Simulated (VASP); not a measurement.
# Na (P6_3/mmc) in VASP: a series of runs

Na is run at these levels: PBE; tasks: single point.

Program: VASP 6.6.1. These are calculated values, not measurements. Logs are shortened: lines on timing, memory, paths and dates and some standing lists are left out, and cuts for length are marked.

### Step 1. The cell of the first run

It takes space group P6_3/mmc (No. 194, hexagonal). The conventional cell has a = 2.849 Å, b = 2.849 Å, c = 9.063 Å, α = 90.00°, β = 90.00°, γ = 120.00°. Na (site symmetry -3m) has 12 Na at 2.80 to 2.85 Å within 3.7 Å. Within 3.7 Å of Na (site symmetry -6m2) lie 12 Na at 2.80 to 2.85 Å.

This isn't the form of Na at room conditions, which is bcc.

### Step 2. Single point, PBE

INCAR reads:

```
SYSTEM = Na
  ALGO = Normal
  EDIFF = 1E-7
  ENCUT = 520
  GGA = PE
  ISIF = 2
  ISMEAR = -1
  LASPH = .True.
  LCHARG = .False.
  LREAL = .False.
  LWAVE = .False.
  NBANDS = 22
  NELM = 80
  PREC = Accurate
  SIGMA = 0.1
```

KPOINTS reads:

```
k-points
0
Gamma
  8 8 5
  0 0 0
```

POSCAR reads:

```
Na
1.0
    2.8490042364      0.0000000000      0.0000000000
   -1.4245021182      2.4673100442      0.0000000000
    0.0000000000      0.0000000000      9.0630700102
Na
4
Direct
    0.0000000000      0.0000000000      0.0000000000
    0.0000000000      0.0000000000      0.5000000000
    0.3333333333      0.6666666667      0.2500000000
    0.6666666667      0.3333333333      0.7500000000
```

Potentials or basis: VASP PAW PBE potentials, release 64 (Na_pv).

Launch:

```
> cat potpaw_PBE.64/Na_pv/POTCAR > POTCAR
> mpirun -np 1 vasp_std > vasp.out
```

OUTCAR:

```text
SYSTEM = Na
   EDIFF = 1E-7
   ENCUT = 520
   GGA = PE
   ISIF = 2
   ISMEAR = -1
   LASPH = .True.
   LREAL = .False.
   NELM = 80
   PREC = Accurate

 ion  position               nearest neighbor table
   1  0.000  0.000  0.000-
   2  0.000  0.000  0.500-
   3  0.333  0.667  0.250-
   4  0.667  0.333  0.750-

  LATTYP: Found a hexagonal cell.
 ALAT       =     2.8490042364
 C/A-ratio  =     3.1811360244

  Lattice vectors:

 A1 = (   2.8490042364,   0.0000000000,   0.0000000000)
 A2 = (  -1.4245021182,   2.4673100442,   0.0000000000)
 A3 = (   0.0000000000,   0.0000000000,   9.0630700102)

Analysis of symmetry for initial positions (statically):
=====================================================================
 Subroutine PRICEL returns:
 Original cell was already a primitive cell.

 Routine SETGRP: Setting up the symmetry group for a
 hexagonal supercell.

 Subroutine GETGRP returns: Found 24 space group operations
 (whereof 12 operations were pure point group operations)
 out of a pool of 24 trial point group operations.

The static configuration has the point symmetry D_3d.
 The point group associated with its full space group is D_6h.

Analysis of symmetry for dynamics (positions and initial velocities):
=====================================================================
 Subroutine PRICEL returns:
 Original cell was already a primitive cell.

 Routine SETGRP: Setting up the symmetry group for a
 hexagonal supercell.

 Subroutine GETGRP returns: Found 24 space group operations
 (whereof 12 operations were pure point group operations)
 out of a pool of 24 trial point group operations.

The dynamic configuration has the point symmetry D_3d.
 The point group associated with its full space group is D_6h.

 Subroutine INISYM returns: Found 24 space group operations
 (whereof 12 operations are pure point group operations),
 and found     1 'primitive' translations

----------------------------------------------------------------------------------------

                                     Primitive cell

  volume of cell :      63.7077

  direct lattice vectors                    reciprocal lattice vectors
     2.849004236  0.000000000  0.000000000     0.350999829  0.202649846  0.000000000
    -1.424502118  2.467310044  0.000000000     0.000000000  0.405299692  0.000000000
     0.000000000  0.000000000  9.063070010     0.000000000  0.000000000  0.110337888

  length of vectors
     2.849004236  2.849004236  9.063070010     0.405299692  0.405299692  0.110337888

  position of ions in fractional coordinates (direct lattice)
     0.000000000  0.000000000  0.000000000
     0.000000000  0.000000000  0.500000000
     0.333333333  0.666666667  0.250000000
     0.666666667  0.333333333  0.750000000

  ion indices of the primitive-cell ions
   primitive index   ion index
                 1           1
                 2           2
                 3           3
                 4           4

----------------------------------------------------------------------------------------

 KPOINTS: k-points

Automatic generation of k-mesh.
 Grid dimensions read from file:
 generate k-points for:    8    8    5

 Generating k-lattice:

  Cartesian coordinates                     Fractional coordinates (reciprocal lattice)
     0.043874979  0.025331231  0.000000000     0.125000000 -0.000000000  0.000000000
     0.000000000  0.050662461  0.000000000     0.000000000  0.125000000  0.000000000
     0.000000000  0.000000000  0.022067578     0.000000000  0.000000000  0.200000000

  Length of vectors
     0.050662461  0.050662461  0.022067578

  Shift w.r.t. Gamma in fractional coordinates (k-lattice)
     0.000000000  0.000000000  0.000000000

 Subroutine IBZKPT returns following result:
 ===========================================

 Found     30 irreducible k-points:

 Following reciprocal coordinates:
            Coordinates               Weight
  0.000000  0.000000  0.000000      1.000000
  0.125000 -0.000000  0.000000      6.000000
  0.250000 -0.000000  0.000000      6.000000
  0.375000 -0.000000  0.000000      6.000000
  0.500000 -0.000000  0.000000      3.000000
  0.125000  0.125000  0.000000      6.000000
[... 16 lines left out ...]
  0.250000 -0.000000  0.400000     12.000000
  0.375000 -0.000000  0.400000     12.000000
 [... further k-points ...]
   k-points           NKPTS =     30   k-points in BZ     NKDIM =     30   number of bands    NBANDS=     22
   number of dos      NEDOS =    301   number of ions     NIONS =      4
   total plane-waves  NPLWV =  40320
   dimension x,y,z NGX =    24 NGY =   24 NGZ =   70
   dimension x,y,z NGXF=    48 NGYF=   48 NGZF=  140
   ions per type =               4
   NGX,Y,Z   is equivalent  to a cutoff of  14.00, 14.00, 12.84 a.u.
   NGXF,Y,Z  is equivalent  to a cutoff of  28.01, 28.01, 25.68 a.u.
 SYSTEM =  Na
   PREC   = accura    normal or accurate (medium, high low for compatibility)
   ISTART =      0    job   : 0-new  1-cont  2-samecut
   ICHARG =      2    charge: 1-file 2-atom 10-const
   ISPIN  =      1    spin polarized calculation?
   LNONCOLLINEAR =      F non collinear calculations
   LSORBIT =      F    spin-orbit coupling
   LASPH  =      T    aspherical Exc in radial PAW
   ENCUT  =  520.0 eV  38.22 Ry    6.18 a.u.   5.30  5.30 16.85*2*pi/ulx,y,z
   NELM   =     80;   NELMIN=  2; NELMDL= -5     # of ELM steps
   EDIFF  = 0.1E-06   stopping-criterion for ELM
   LREAL  =      F    real-space projection
   EDIFFG = 0.1E-05   stopping-criterion for IOM
   NSW    =      0    number of steps for IOM
   IBRION =     -1    ionic relax: 0-MD 1-quasi-New 2-CG
   NFREE  =      0    steps in history (QN), initial steepest desc. (CG)
   ISIF   =      2    stress and relaxation
   ISYM   =      2    0-nonsym 1-usesym 2-fastsym
   POTIM  = 0.5000    time-step for ionic-motion
   TEBEG  =    0.0;   TEEND  =   0.0 temperature during run
   PSTRESS=    0.0 pullay stress
   NELECT =      28.0000    total number of electrons
   NUPDOWN=      -1.0000    fix difference up-down
   EMIN   =  10.00;   EMAX   =-10.00  energy-range for DOS
   EFERMI =   0.00;   METHOD = LEGACY
   ISMEAR =    -1;   SIGMA  =   0.10  broadening in eV -4-tet -1-fermi 0-gaus
   EFERMI_NEDOS =   21; number of points for ismear=-14 and -15
   IALGO  =     38    algorithm
   IMIX   =      4    mixing-type and parameters
     AMIX     =   0.40;   BMIX     =  1.00
     AMIX_MAG =   1.60;   BMIX_MAG =  1.00
  volume/ion in A,a.u.               =      15.93       107.48
  Fermi-wavevector in a.u.,A,eV,Ry     =   1.244696  2.352135 21.079088  1.549269
  Thomas-Fermi vector in A             =   2.378952
   LORBIT       =      0    0 simple, 1 ext, 2 COOP (PROOUT), +10 PAW based schemes
   GGA     = PE    functional components
   LHFCALC =     F    Hartree Fock is set to
   AEXX    =    0.0000 exact exchange contribution
   IVDW    =     0    specifies the selected vdW correction
   LEPSILON=     F    determine dielectric tensor
   LRPA    =     F    only Hartree local field effects (RPA)
 non-spin polarized calculation
  energy-cutoff  :      520.00
  volume of cell :       63.71
 maximum number of plane-waves:      1737
 NGX is ok and might be reduce to    24
   NGX = 11   NGY = 11   NGZ = 33

 number of electron      28.0000022 magnetization

 Free energy of the ion-electron system (eV)
  ---------------------------------------------------
  ext. energy  EPLUGINS =         0.00000000
  ---------------------------------------------------
  free energy    TOTEN  =        -1.04336252 eV

  energy without entropy =       -1.01147769  energy(sigma->0) =       -1.02742010

 E-fermi :   4.3820     XC(G=0):  -9.2244

 val. band max:        4.3661753138   @ k =   0.3750   0.1250   0.4000
 cond. band min:       4.4836591914   @ k =   0.2500   0.2500   0.2000
 fundamental gap:      0.1174838776
 Fermi energy:         4.3820095992

 k-point     1 :       0.0000    0.0000    0.0000
  band No.  band energies     occupation
      1     -21.1865      2.00000
      2     -20.9312      2.00000
      3     -20.9295      2.00000
      4     -20.7300      2.00000
      5     -20.7300      2.00000
      6     -20.6978      2.00000
[... 14 lines left out ...]
     21      19.4783      0.00000
     22      20.2865      0.00000

 k-point     2 :       0.1250   -0.0000    0.0000
  band No.  band energies     occupation
      1     -21.1588      2.00000
      2     -20.9427      2.00000
      3     -20.9408      2.00000
      4     -20.7805      2.00000
      5     -20.7465      2.00000
      6     -20.7367      2.00000
[... 14 lines left out ...]
     21      16.9013      0.00000
     22      16.9518      0.00000

 k-point     3 :       0.2500   -0.0000    0.0000
  band No.  band energies     occupation
      1     -21.0886      2.00000
      2     -21.0061      2.00000
      3     -20.9954      2.00000
      4     -20.8943      2.00000
      5     -20.8677      2.00000
      6     -20.7842      2.00000
[... 14 lines left out ...]
     21      14.6528      0.00000
     22      14.6799      0.00000

 k-point     4 :       0.3750   -0.0000    0.0000
  band No.  band energies     occupation
      1     -21.1098      2.00000
      2     -21.1033      2.00000
      3     -21.0064      2.00000
      4     -20.9929      2.00000
      5     -20.9741      2.00000
      6     -20.8199      2.00000
[... 14 lines left out ...]
     21      13.0620      0.00000
     22      13.5378      0.00000

 k-point     5 :       0.5000   -0.0000    0.0000
  band No.  band energies     occupation
      1     -21.1583      2.00000
      2     -21.1434      2.00000
      3     -21.0562      2.00000
      4     -21.0389      2.00000
      5     -20.8967      2.00000
      6     -20.8596      2.00000
[... 14 lines left out ...]
     21      11.4035      0.00000
     22      12.0412      0.00000

 k-point     6 :       0.1250    0.1250    0.0000
  band No.  band energies     occupation
      1     -21.1086      2.00000
      2     -20.9782      2.00000
      3     -20.9750      2.00000
      4     -20.8529      2.00000
      5     -20.8296      2.00000
      6     -20.7920      2.00000
[... 14 lines left out ...]
     21      14.1275      0.00000
     22      14.3466      0.00000

 k-point     7 :       0.2500    0.1250    0.0000
  band No.  band energies     occupation
      1     -21.0573      2.00000
      2     -21.0566      2.00000
      3     -21.0153      2.00000
      4     -20.9554      2.00000
      5     -20.9491      2.00000
      6     -20.8333      2.00000
[... 324 lines left out ...]
      6     -20.9388      2.00000
[... 14 lines left out ...]
     21      10.7650      0.00000
     22      11.2050      0.00000

 k-point    21 :       0.0000    0.0000    0.4000
  band No.  band energies     occupation
      1     -21.1388      2.00000
      2     -21.0828      2.00000
      3     -20.7722      2.00000
      4     -20.7238      2.00000
      5     -20.7238      2.00000
      6     -20.7166      2.00000
[... 14 lines left out ...]
     21      19.6291      0.00000
     22      19.6463      0.00000

 k-point    22 :       0.1250   -0.0000    0.4000
  band No.  band energies     occupation
      1     -21.1182      2.00000
      2     -21.0706      2.00000
      3     -20.8123      2.00000
      4     -20.7717      2.00000
      5     -20.7682      2.00000
      6     -20.7499      2.00000
[... 14 lines left out ...]
     21      17.3631      0.00000
     22      17.8705      0.00000

 k-point    23 :       0.2500   -0.0000    0.4000
  band No.  band energies     occupation
      1     -21.0743      2.00000
      2     -21.0558      2.00000
      3     -20.9389      2.00000
      4     -20.9070      2.00000
      5     -20.8584      2.00000
      6     -20.8282      2.00000
[... 14 lines left out ...]
     21      14.1022      0.00000
     22      14.7939      0.00000

 k-point    24 :       0.3750   -0.0000    0.4000
  band No.  band energies     occupation
      1     -21.0988      2.00000
      2     -21.0780      2.00000
      3     -21.0586      2.00000
      4     -21.0321      2.00000
      5     -20.8915      2.00000
      6     -20.8506      2.00000
[... 14 lines left out ...]
     21      11.8843      0.00000
     22      12.8402      0.00000

 [... further k-points ...]

------------------------ aborting loop because EDIFF is reached ----------------------------------------

  FORCE on cell =-STRESS in cart. coord.  units (eV):
  Direction    XX          YY          ZZ          XY          YZ          ZX
  --------------------------------------------------------------------------------------
  -------------------------------------------------------------------------------------
  Total       12.7020583     12.7020583     12.6327622      0.0000000      0.0000000     -0.0000000
  in kB      319.4423753    319.4423753    317.6996582      0.0000000      0.0000000     -0.0000000
  external PRESSURE =     318.8614696 kB  Pullay stress =       0.0000000 kB

 VOLUME and BASIS-vectors are now :
 -----------------------------------------------------------------------------
  energy-cutoff  :      520.00
  volume of cell :       63.71
      direct lattice vectors                 reciprocal lattice vectors
     2.849004236  0.000000000  0.000000000     0.350999829  0.202649846  0.000000000
    -1.424502118  2.467310044  0.000000000     0.000000000  0.405299692  0.000000000
     0.000000000  0.000000000  9.063070010     0.000000000  0.000000000  0.110337888

 POSITION                                       TOTAL-FORCE (eV/Angst)
 -----------------------------------------------------------------------------------
      0.00000      0.00000      0.00000        -0.000000      0.000000      0.000000
      0.00000      0.00000      4.53154        -0.000000      0.000000      0.000000
     -0.00000      1.64487      2.26577        -0.000000      0.000000     -0.000000
      1.42450      0.82244      6.79730         0.000000     -0.000000      0.000000
 -----------------------------------------------------------------------------------
    total drift:                               -0.000000      0.000000      0.000000

  FREE ENERGIE OF THE ION-ELECTRON SYSTEM (eV)
  ---------------------------------------------------
  free  energy   TOTEN  =        -1.0433625164 eV

  energy  without entropy=       -1.0114776936  energy(sigma->0) =       -1.02742010
```

It took 37 s on 1 thread of Intel Xeon 8259CL, shared host; peak memory 0.19 GiB.

Results:

| Quantity | Value |
| --- | --- |
| Free energy | -1.0434 eV |
| Pressure | 31.9 GPa |
| Band gap on the k mesh | zero (bands 14 and 15 overlap by 5.13 eV) |

Levels at points of the mesh, in eV from the Fermi level:
```
           k point  band 12  band 13  band 14  band 15  band 16  band 17
(0.00, 0.00, 0.00)   -25.04    -5.58    -3.63    -3.63     1.05     2.08
(0.50, 0.00, 0.00)   -25.10     0.26     0.54     1.60     2.11     2.28
```

Caveat: the cell stands under pressure.

### Step 3. Single point, PBE (15.93 Å³/atom)

INCAR reads:

```
PREC = Accurate
ENCUT = 520
EDIFF = 1E-6
ISMEAR = -1
SIGMA = 0.1
LREAL = F
LASPH = T
NELM = 60
ALGO = Normal
ISIF = 2
LWAVE = F
LCHARG = T
GGA = PE
LELF = T
LVHAR = T
NBANDS = 22
```

KPOINTS reads:

```
Automatic mesh
0
Gamma
  8 8 5
```

POSCAR is that of step 2.

Potentials or basis: VASP PAW PBE potentials, release 64 (Na_pv).

Launch:

```
> cat potpaw_PBE.64/Na_pv/POTCAR > POTCAR
> mpirun -np 1 vasp_std > vasp.out
```

Run time: 39 s. Hardware: 1 thread of Intel Xeon 8259CL, shared host; peak memory 0.19 GiB.

The run converged. Its results:

* Free energy: -1.0434 eV
* Pressure: 31.9 GPa
* Band gap on the k mesh: zero (bands 14 and 15 overlap by 5.13 eV)

Stress tensor (GPa, compression positive):
```
31.95  0.00  0.00
 0.00 31.95  0.00
 0.00  0.00 31.77
```

Levels at points of the mesh, in eV from the Fermi level:
```tsv
k point	band 10	band 11	band 12	band 13	band 14	band 15	band 16	band 17	band 18	band 19
(0.00, 0.00, 0.00)	-25.05	-25.05	-25.04	-5.58	-3.63	-3.63	1.05	2.08	9.22	9.26
(0.50, 0.00, 0.00)	-25.16	-25.11	-25.10	0.26	0.54	1.60	2.11	2.28	2.55	5.54
```

Caveat: the cell stands under pressure.
